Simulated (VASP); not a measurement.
The system is GaSb3.

```xyz
4
Lattice="3.0534 -3.1234 0.0000 3.0534 3.1234 0.0000 0.0000 0.0000 5.6333" Properties=species:S:1:pos:R:3 pbc="T T T"
Ga    3.0534    0.0000    0.0000
Sb    3.0534   -1.5100    2.8167
Sb    3.0534    1.5100    2.8167
Sb    0.0000    0.0000    0.0000
```

The cell was generated, and may not be a known phase.

- Program: VASP 6.6.1
- Task: relaxation of cell and atoms
- Functional: PBE
- Potentials or basis: VASP PAW PBE potentials, release 64 (Ga_d, Sb)
- Cutoff: 600 eV
- k mesh: 10 × 10 × 8
- Occupations: gaussian, width 0.1 eV
- Spin: no spin polarisation

At the start: pressure 0.2 GPa; volume 26.86 Å³/atom.

**Question.** Where does the relaxation end?

**Answer.** Over 11 steps the energy falls by 4.6 meV/atom and the volume is 27.00 Å³/atom (+0.5 %); space group Cmmm (No. 65, to 0.1 Å) before and after.

Step by step:
```csv
step,energy change (eV),largest force (eV/Å),pressure (GPa),volume (Å³)
1,0.0000,0.1803,0.17,107.45
2,-0.0120,0.1385,-0.06,107.88
3,-0.0134,0.1184,-0.14,108.07
4,-0.0153,0.0924,0.05,107.73
5,-0.0164,0.0624,0.26,107.34
6,-0.0165,0.0518,0.34,107.20
7,-0.0176,0.0362,0.14,107.59
8,-0.0181,0.0236,-0.02,107.98
9,-0.0181,0.0213,-0.05,108.06
10,-0.0182,0.0159,-0.02,108.04
11,-0.0184,0.0037,0.03,107.98
```

Final structure:
```
CELL_PARAMETERS angstrom
3.02141 -3.18173 0.00000
3.02141 3.18173 0.00000
0.00000 0.00000 5.61629
ATOMIC_POSITIONS crystal
Ga 0.50000 0.50000 0.00000
Sb 0.75024 0.24976 0.50000
Sb 0.24976 0.75024 0.50000
Sb 0.00000 0.00000 0.00000
```
